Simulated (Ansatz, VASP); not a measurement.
## Two plane-wave programs on TiC

```xyz
2
Lattice="0.0000 2.2064 2.2064 2.2064 0.0000 2.2064 2.2064 2.2064 0.0000" Properties=species:S:1:pos:R:3 pbc="T T T"
Ti    0.0000    0.0000    0.0000
C     2.2064    2.2064    2.2064
```

Change from the starting cell: volume scaled by 1.06, PAW files.

Alike in both runs: task electric field gradients; functional PBEsol; k mesh 14 × 14 × 14; occupations fermi-dirac, width 0.03 eV; no spin polarisation.

|  | VASP | Ansatz |
| --- | --- | --- |
| version | VASP 6.6.1 | Ansatz 0.2.0 |
| potentials or method | VASP PAW PBE potentials, release 64 (Ti_sv, C) | PAW with Ansatz's default frozen-core files, scalar-relativistic |
| plane-wave cutoff (eV) | 520 | 420 |
| valence electrons in the cell | 16 | 16 |

VASP gave:

* pressure (GPa): -18.4

Question: Estimate Ansatz's values.

Answer: Pressure (GPa): -18.7.

VASP's potentials were made for PBE, not for PBEsol. With one functional, cell and mesh, what is left measures potentials, basis and numerics.
